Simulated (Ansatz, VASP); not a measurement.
## CdS in VASP and in Ansatz

```
Cd S
1.0
     0.00000    2.75833    2.75833
     2.75833    0.00000    2.75833
     2.75833    2.75833    0.00000
Cd S
1 1
Cartesian
  2.7583 2.7583 2.7583
  0.0000 0.0000 0.0000
```

Change from the starting cell: species swapped into the SmS type (Fm-3m, No. 225).

Alike in both runs: functional PBE; k mesh 4 × 4 × 4; occupations gaussian, width 0.15 eV; no spin polarisation.

Ansatz relaxed the structure, and its values are those at the end. VASP's run is a single point on that final structure, the one shown.

|  | VASP | Ansatz |
| --- | --- | --- |
| version | VASP 6.6.1 | Ansatz 0.2.0 |
| potentials or method | VASP PAW PBE potentials, release 64 (Cd, S), cutoff 500 eV | scalar-relativistic, plane waves, PAW |
| valence electrons in the cell | 18 | 26 |

```tsv
	VASP	Ansatz	Ansatz less VASP
gap on the k mesh at the Fermi level (eV)	0.23	0.24	+0.007
least direct gap on the mesh (eV)	1.48	1.50	+0.024
pressure (GPa)	-0.1	-0.5	-0.36
```

VASP's potentials hold 18 valence electrons a cell and Ansatz's 26, so a difference there can come from the potentials and not from the codes.

The k mesh is coarse, so the values compare programs but aren't converged.
